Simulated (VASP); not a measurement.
# Ba3Sr in VASP: single point with LDA

Aim: the single point of Ba3Sr with LDA.

Everything below comes from runs of VASP 6.6.1. Logs are shortened: lines on timing, memory, paths and dates and some standing lists are left out, and cuts for length are marked.

## (1) The cell of the first run

The cell holds a slab with vacuum, 8 atoms: a = 7.089 Å, b = 7.089 Å, c = 19.519 Å, α = 90.00°, β = 90.00°, γ = 90.00°.

## (2) Single point, LDA

File INCAR:

```
PREC = Accurate
ENCUT = 520
EDIFF = 1E-6
ISMEAR = -1
SIGMA = 0.1
LREAL = F
LASPH = T
NELM = 100
ALGO = Normal
ISIF = 2
LWAVE = F
LCHARG = F
LDIPOL = T
IDIPOL = 3
DIPOL = 0.5 0.5 0.500
GGA = CA
NBANDS = 50
```

File KPOINTS:

```
regular mesh
0
Gamma
  3 3 1
```

File POSCAR:

```
Ba3Sr
1.0
    7.0891996137      0.0000000000      0.0000000000
    0.0000000000      7.0891996137      0.0000000000
    0.0000000000      0.0000000000     19.5192316800
Ba Sr
6 2
Direct
    1.0000000000      0.5000000000      0.4357963827
    0.5000000000      1.0000000000      0.4357963827
    0.5000000000      0.5000000000      0.3073891482
    0.5000000000      1.0000000000      0.6926108518
    1.0000000000      0.5000000000      0.6926108518
    1.0000000000      1.0000000000      0.5642036173
    0.0000000000      0.0000000000      0.3073891482
    0.5000000000      0.5000000000      0.5642036173
```

Potentials or basis: VASP PAW LDA potentials, release 64 (Ba_sv, Sr_sv).

Command:

```console
$ cat potpaw_LDA.64/Ba_sv/POTCAR potpaw_LDA.64/Sr_sv/POTCAR > POTCAR
$ mpirun -np 1 vasp_std > vasp.out
```

OUTCAR:

```text
PREC = Accurate
   ENCUT = 520
   EDIFF = 1E-6
   ISMEAR = -1
   LREAL = F
   LASPH = T
   NELM = 100
   ISIF = 2
   GGA = CA

 ion  position               nearest neighbor table
   1  0.000  0.500  0.436-   3 4.34   7 4.34   7 4.34   3 4.34   6 4.34   6 4.34   8 4.34   8 4.34

   2  0.500  0.000  0.436-   3 4.34   7 4.34   3 4.34   7 4.34   6 4.34   8 4.34   6 4.34   8 4.34

   3  0.500  0.500  0.307-   1 4.34   2 4.34   2 4.34   1 4.34
   4  0.500  0.000  0.693-   6 4.34   8 4.34   8 4.34   6 4.34
   5  0.000  0.500  0.693-   6 4.34   8 4.34   6 4.34   8 4.34
   6  0.000  0.000  0.564-   4 4.34   5 4.34   5 4.34   4 4.34   1 4.34   1 4.34   2 4.34   2 4.34

   7  0.000  0.000  0.307-   1 4.34   2 4.34   1 4.34   2 4.34
   8  0.500  0.500  0.564-   4 4.34   5 4.34   4 4.34   5 4.34   2 4.34   1 4.34   1 4.34   2 4.34

  LATTYP: Found a simple tetragonal cell.
 ALAT       =     7.0891996137
 C/A-ratio  =     2.7533759442

  Lattice vectors:

 A1 = (   7.0891996137,   0.0000000000,   0.0000000000)
 A2 = (   0.0000000000,   7.0891996137,   0.0000000000)
 A3 = (   0.0000000000,   0.0000000000,  19.5192316800)

Analysis of symmetry for initial positions (statically):
=====================================================================
 Subroutine PRICEL returns:
 Original cell was already a primitive cell.

 Routine SETGRP: Setting up the symmetry group for a
 simple tetragonal supercell.

 Subroutine GETGRP returns: Found  8 space group operations
 (whereof  8 operations were pure point group operations)
 out of a pool of 16 trial point group operations.

The static configuration has the point symmetry C_4v.

Analysis of symmetry for dynamics (positions and initial velocities):
=====================================================================
 Subroutine PRICEL returns:
 Original cell was already a primitive cell.

 Routine SETGRP: Setting up the symmetry group for a
 simple tetragonal supercell.

 Subroutine GETGRP returns: Found  8 space group operations
 (whereof  8 operations were pure point group operations)
 out of a pool of 16 trial point group operations.

The dynamic configuration has the point symmetry C_4v.

 Subroutine INISYM returns: Found  8 space group operations
 (whereof  8 operations are pure point group operations),
 and found     1 'primitive' translations

----------------------------------------------------------------------------------------

                                     Primitive cell

  volume of cell :     980.9732

  direct lattice vectors                    reciprocal lattice vectors
     7.089199614  0.000000000  0.000000000     0.141059648  0.000000000  0.000000000
     0.000000000  7.089199614  0.000000000     0.000000000  0.141059648  0.000000000
     0.000000000  0.000000000 19.519231680     0.000000000  0.000000000  0.051231525

  length of vectors
     7.089199614  7.089199614 19.519231680     0.141059648  0.141059648  0.051231525

  position of ions in fractional coordinates (direct lattice)
     0.000000000  0.500000000  0.435796383
     0.500000000  0.000000000  0.435796383
     0.500000000  0.500000000  0.307389148
     0.500000000  0.000000000  0.692610852
     0.000000000  0.500000000  0.692610852
     0.000000000  0.000000000  0.564203617
     0.000000000  0.000000000  0.307389148
     0.500000000  0.500000000  0.564203617

  ion indices of the primitive-cell ions
   primitive index   ion index
                 1           1
                 2           2
                 3           3
                 4           4
                 5           5
                 6           6
                 7           7
                 8           8

----------------------------------------------------------------------------------------

 KPOINTS: regular mesh

Automatic generation of k-mesh.
 Grid dimensions read from file:
 generate k-points for:    3    3    1

 Generating k-lattice:

  Cartesian coordinates                     Fractional coordinates (reciprocal lattice)
     0.047019883  0.000000000  0.000000000     0.333333333  0.000000000  0.000000000
     0.000000000  0.047019883  0.000000000     0.000000000  0.333333333  0.000000000
     0.000000000  0.000000000  0.051231525     0.000000000  0.000000000  1.000000000

  Length of vectors
     0.047019883  0.047019883  0.051231525

  Shift w.r.t. Gamma in fractional coordinates (k-lattice)
     0.000000000  0.000000000  0.000000000

 Subroutine IBZKPT returns following result:
 ===========================================

 Found      3 irreducible k-points:

 Following reciprocal coordinates:
            Coordinates               Weight
  0.000000  0.000000  0.000000      1.000000
  0.333333  0.000000  0.000000      4.000000
  0.333333  0.333333  0.000000      4.000000
   k-points           NKPTS =      3   k-points in BZ     NKDIM =      3   number of bands    NBANDS=     50
   number of dos      NEDOS =    301   number of ions     NIONS =      8
   total plane-waves  NPLWV = 437400
   dimension x,y,z NGX =    54 NGY =   54 NGZ =  150
   dimension x,y,z NGXF=   108 NGYF=  108 NGZF=  300
   ions per type =               6   2
   NGX,Y,Z   is equivalent  to a cutoff of  12.66, 12.66, 12.78 a.u.
   NGXF,Y,Z  is equivalent  to a cutoff of  25.33, 25.33, 25.55 a.u.
 SYSTEM =  unknown system
   PREC   = accura    normal or accurate (medium, high low for compatibility)
   ISTART =      0    job   : 0-new  1-cont  2-samecut
   ICHARG =      2    charge: 1-file 2-atom 10-const
   ISPIN  =      1    spin polarized calculation?
   LNONCOLLINEAR =      F non collinear calculations
   LSORBIT =      F    spin-orbit coupling
   LASPH  =      T    aspherical Exc in radial PAW
   ENCUT  =  520.0 eV  38.22 Ry    6.18 a.u.  13.18 13.18 36.29*2*pi/ulx,y,z
   NELM   =    100;   NELMIN=  2; NELMDL= -5     # of ELM steps
   EDIFF  = 0.1E-05   stopping-criterion for ELM
   LREAL  =      F    real-space projection
   EDIFFG = 0.1E-04   stopping-criterion for IOM
   NSW    =      0    number of steps for IOM
   IBRION =     -1    ionic relax: 0-MD 1-quasi-New 2-CG
   NFREE  =      0    steps in history (QN), initial steepest desc. (CG)
   ISIF   =      2    stress and relaxation
   ISYM   =      2    0-nonsym 1-usesym 2-fastsym
   POTIM  = 0.5000    time-step for ionic-motion
   TEBEG  =    0.0;   TEEND  =   0.0 temperature during run
   PSTRESS=    0.0 pullay stress
   NELECT =      80.0000    total number of electrons
   NUPDOWN=      -1.0000    fix difference up-down
   EMIN   =  10.00;   EMAX   =-10.00  energy-range for DOS
   EFERMI =   0.00;   METHOD = LEGACY
   ISMEAR =    -1;   SIGMA  =   0.10  broadening in eV -4-tet -1-fermi 0-gaus
   EFERMI_NEDOS =   21; number of points for ismear=-14 and -15
   IALGO  =     38    algorithm
   IMIX   =      4    mixing-type and parameters
     AMIX     =   0.40;   BMIX     =  1.00
     AMIX_MAG =   1.60;   BMIX_MAG =  1.00
  volume/ion in A,a.u.               =     122.62       827.49
  Fermi-wavevector in a.u.,A,eV,Ry     =   0.709936  1.341584  6.857458  0.504009
  Thomas-Fermi vector in A             =   1.796650
   LORBIT       =      0    0 simple, 1 ext, 2 COOP (PROOUT), +10 PAW based schemes
   GGA     = CA    functional components
   LHFCALC =     F    Hartree Fock is set to
   AEXX    =    0.0000 exact exchange contribution
   IVDW    =     0    specifies the selected vdW correction
   LEPSILON=     F    determine dielectric tensor
   LRPA    =     F    only Hartree local field effects (RPA)
 non-spin polarized calculation
  energy-cutoff  :      520.00
  volume of cell :      980.97
 maximum number of plane-waves:     26434
 NGX is ok and might be reduce to    54
   NGX = 27   NGY = 27   NGZ = 73

 dipolmoment           0.000000      0.000000      0.006358 electrons x Angstroem

 number of electron      80.0000002 magnetization

 dipolmoment           0.000000      0.000000     -0.029506 electrons x Angstroem

 Free energy of the ion-electron system (eV)
  ---------------------------------------------------
  ext. energy  EPLUGINS =         0.00000000
  ---------------------------------------------------
  free energy    TOTEN  =       -14.54308452 eV

  energy without entropy =      -14.10833846  energy(sigma->0) =      -14.32571149

 E-fermi :  -0.4199     XC(G=0):  -4.7561

 val. band max:       -0.4837577209   @ k =   0.0000   0.0000   0.0000
 cond. band min:      -0.3009015870   @ k =   0.3333   0.3333   0.0000
 fundamental gap:      0.1828561340
 Fermi energy:        -0.4198796532

 k-point     1 :       0.0000    0.0000    0.0000
  band No.  band energies     occupation
      1     -37.5912      2.00000
      2     -36.9024      2.00000
      3     -29.9727      2.00000
      4     -29.9063      2.00000
      5     -29.9007      2.00000
      6     -29.2352      2.00000
[... 42 lines left out ...]
     49       0.3181      0.00125
     50       0.3476      0.00093

 k-point     2 :       0.3333    0.0000    0.0000
  band No.  band energies     occupation
      1     -37.5912      2.00000
      2     -36.9024      2.00000
      3     -29.9726      2.00000
      4     -29.9049      2.00000
      5     -29.9021      2.00000
      6     -29.2316      2.00000
[... 42 lines left out ...]
     49       0.2850      0.00174
     50       0.4154      0.00047

 k-point     3 :       0.3333    0.3333    0.0000
  band No.  band energies     occupation
      1     -37.5912      2.00000
      2     -36.9024      2.00000
      3     -29.9725      2.00000
      4     -29.9041      2.00000
      5     -29.9027      2.00000
      6     -29.2281      2.00000
[... 42 lines left out ...]
     49       0.4217      0.00044
     50       0.6245      0.00006

------------------------ aborting loop because EDIFF is reached ----------------------------------------

 vacuum level on the upper side and lower side of the slab       (xc-potential included)        -0.691        -0.574

  FORCE on cell =-STRESS in cart. coord.  units (eV):
  Direction    XX          YY          ZZ          XY          YZ          ZX
  --------------------------------------------------------------------------------------
  -------------------------------------------------------------------------------------
  Total       -6.4958526     -6.4958526     -3.3466793      0.0000000     -0.0000000      0.0000000
  in kB      -10.6093705    -10.6093705     -5.4659739      0.0000000     -0.0000000      0.0000000
  external PRESSURE =      -8.8949050 kB  Pullay stress =       0.0000000 kB

 VOLUME and BASIS-vectors are now :
 -----------------------------------------------------------------------------
  energy-cutoff  :      520.00
  volume of cell :      980.97
      direct lattice vectors                 reciprocal lattice vectors
     7.089199614  0.000000000  0.000000000     0.141059648  0.000000000  0.000000000
     0.000000000  7.089199614  0.000000000     0.000000000  0.141059648  0.000000000
     0.000000000  0.000000000 19.519231680     0.000000000  0.000000000  0.051231525

 POSITION                                       TOTAL-FORCE (eV/Angst)
 -----------------------------------------------------------------------------------
      0.00000      3.54460      8.50641         0.000000      0.000000      0.180909
      3.54460      0.00000      8.50641         0.000000      0.000000      0.180909
      3.54460      3.54460      6.00000         0.000000      0.000000      0.061155
      3.54460      0.00000     13.51923         0.000000      0.000000     -0.166047
      0.00000      3.54460     13.51923         0.000000      0.000000     -0.166047
      0.00000      0.00000     11.01282         0.000000      0.000000     -0.172057
      0.00000      0.00000      6.00000         0.000000      0.000000      0.252667
      3.54460      3.54460     11.01282         0.000000     -0.000000     -0.171491
 -----------------------------------------------------------------------------------
    total drift:                                0.000000     -0.000000     -0.000461

  FREE ENERGIE OF THE ION-ELECTRON SYSTEM (eV)
  ---------------------------------------------------
  free  energy   TOTEN  =       -14.5430845209 eV

  energy  without entropy=      -14.1083384595  energy(sigma->0) =      -14.32571149

 vacuum level on the upper side and lower side of the slab         1.430         1.550
```

Run time: 4.6 min. Hardware: 1 thread of Intel Xeon Platinum 8488C (Sapphire Rapids), shared host; peak memory 0.66 GiB.

What came out:

* Free energy: -14.5431 eV
* Largest force: 0.253 eV/Å
* Band gap on the k mesh: 0.18 eV, indirect (least direct gap 0.23 eV)

Forces on the atoms (eV/Å):
```
Ba   0.000  0.000  0.181
Ba   0.000  0.000  0.181
Ba   0.000  0.000  0.061
Ba   0.000  0.000 -0.166
Ba   0.000  0.000 -0.166
Ba   0.000  0.000 -0.172
Sr   0.000  0.000  0.253
Sr   0.000  0.000 -0.171
```

Levels at points of the mesh, in eV from the valence-band top:
| k point | band 36 | band 37 | band 38 | band 39 | band 40 | band 41 | band 42 | band 43 | band 44 | band 45 |
| --- | --- | --- | --- | --- | --- | --- | --- | --- | --- | --- |
| (0.00, 0.00, 0.00) | -0.63 | -0.43 | -0.29 | -0.20 | 0.00 | 0.27 | 0.29 | 0.35 | 0.35 | 0.58 |

Caveat: spin-orbit coupling is left out, which moves the levels of the heavy elements.
